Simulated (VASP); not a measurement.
Here is a VASP 6.6.1 calculation.

Contents of INCAR:

```
SYSTEM = InP
PREC = Accurate
ENCUT = 520
EDIFF = 1E-7
ISMEAR = -1
SIGMA = 0.05
LREAL = .FALSE.
LASPH = .TRUE.
NELM = 80
ALGO = Normal
ISIF = 2
LWAVE = .FALSE.
LCHARG = .FALSE.
GGA = PE
NBANDS = 16
```

The input KPOINTS:

```
regular mesh
0
G
  8 8 8
  0 0 0
```

The input POSCAR:

```
InP
1.0
    0.0000000000      2.7502506615      2.7502506615
    2.7502506615      0.0000000000      2.7502506615
    2.7502506615      2.7502506615      0.0000000000
In P
1 1
Direct
    0.0000000000      0.0000000000      0.0000000000
    0.5000000000      0.5000000000      0.5000000000
```

Potentials or basis: VASP PAW PBE potentials, release 64 (In_d, P).

Launch:

```console
$ cat potpaw_PBE.64/In_d/POTCAR potpaw_PBE.64/P/POTCAR > POTCAR
$ mpirun -np 1 vasp_std > vasp.out
```

Q: Predict the pressure.

A: 1.5 GPa.

Q: Estimate the band gap on the k mesh.

A: Zero (band 9 reaches 7.60 eV, above the bottom of band 10 at 4.90 eV).

Caveat: spin-orbit coupling is left out, which moves the levels of the heavy elements.
